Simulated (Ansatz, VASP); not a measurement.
Given: the input of a run of Ansatz 0.2.0 on Te2Mo.

The input input.yaml:

```yaml
crystal:
  lattice:
    - [3.5182, 0.0, 0.0]
    - [-1.7591, 3.0468505756, 0.0]
    - [0.0, 0.0, 13.9736]
  atoms:
    - { symbol: Te, position: [0.6666666667, 0.3333333333, 0.379] }
    - { symbol: Te, position: [0.3333333333, 0.6666666667, 0.879] }
    - { symbol: Te, position: [0.6666666667, 0.3333333333, 0.121] }
    - { symbol: Te, position: [0.3333333333, 0.6666666667, 0.621] }
    - { symbol: Mo, position: [0.6666666667, 0.3333333333, 0.75] }
    - { symbol: Mo, position: [0.3333333333, 0.6666666667, 0.25] }
hamiltonian:
  xc: r2scan
  pseudopotentials: { kind: paw }
  dispersion: d4
kpoints:
  mp_grid: { grid: [9, 9, 2] }
scf:
  occupations: { method: fermi_dirac, width: 0.05 }
output:
  forces: true
  stress: true
  eigenvalues: true
```

Potentials or basis: Ansatz PAW.

Run with:

```sh
$ ansatz run input.yaml --threads 2 --pin off --max-ram 5120MiB --backend cpu --events-out ev --progress --plain --runs-dir out
```

Translate it to VASP 6.6.1. Potentials there: VASP PAW PBE potentials, release 64 (Te, Mo_sv).

As run (the cutoff follows the program's own potentials):

Contents of POSCAR:

```
Te2Mo
1.0
    3.5182000000      0.0000000000      0.0000000000
   -1.7591000000      3.0468505756      0.0000000000
    0.0000000000      0.0000000000     13.9736000000
Te Mo
4 2
Direct
    0.6666666667      0.3333333333      0.3790000000
    0.3333333333      0.6666666667      0.8790000000
    0.6666666667      0.3333333333      0.1210000000
    0.3333333333      0.6666666667      0.6210000000
    0.6666666667      0.3333333333      0.7500000000
    0.3333333333      0.6666666667      0.2500000000
```

The input INCAR.step1:

```
SYSTEM = Te2Mo
ALGO = Normal ; EDIFF = 1E-4
ENCUT = 520 ; GGA = PE
ISMEAR = -1 ; LASPH = .True.
LCHARG = .False. ; LREAL = .False.
LWAVE = .True. ; NBANDS = 35
NELM = 100 ; PREC = Accurate
SIGMA = 0.05
```

INCAR.step2

```
SYSTEM = Te2Mo
ALGO = Normal ; EDIFF = 1E-7
ENCUT = 520 ; ISIF = 2
ISMEAR = -1 ; ISTART = 1
IVDW = 13 ; LASPH = .True.
LCHARG = .True. ; LELF = .True.
LMIXTAU = .True. ; LREAL = .False.
LVHAR = .True. ; LWAVE = .False.
METAGGA = R2SCAN ; NBANDS = 35
NELM = 100 ; PREC = Accurate
SIGMA = 0.05 ; VDW_A1 = 0.51559235
VDW_A2 = 5.77342911 ; VDW_S6 = 1.0
VDW_S8 = 0.6018749
```

KPOINTS

```
k-points
0
Gamma
  9 9 2
  0 0 0
```

Potentials or basis: VASP PAW PBE potentials, release 64 (Te, Mo_sv).

The run is started by

```sh
$ cat potpaw_PBE.64/Te/POTCAR potpaw_PBE.64/Mo_sv/POTCAR > POTCAR
$ cp INCAR.step1 INCAR
$ mpirun -np 1 vasp_std > vasp.out
$ cp INCAR.step2 INCAR
$ mpirun -np 1 vasp_std > vasp.out
```

Both were run:

|  | VASP | Ansatz | Ansatz less VASP |
| --- | --- | --- | --- |
| gap on the k mesh at the Fermi level (eV) | 0.89 | 0.89 | +0.006 |
| least direct gap on the mesh (eV) | 1.13 | 1.13 | -0.002 |
| pressure (GPa) | 1.3 | 1.2 | -0.12 |
| traceless stress, the component that is largest in VASP (GPa) | -0.42 | -0.48 | -0.057 |
| rms of the force components (eV/Å) | 0.023 | 0.035 | +0.0117 |

VASP's potentials were made for PBE, not for r2SCAN. Atom by atom the forces differ by 0.012 eV/Å (rms over components). VASP's potentials hold 52 valence electrons a cell and Ansatz's 92, so a difference there can come from the potentials and not from the codes.

Neither program's run includes spin-orbit coupling. Noted on Ansatz's run: odd divisions of the mesh miss points on the zone boundary, where band edges often lie, so the gap on the mesh can be too wide.
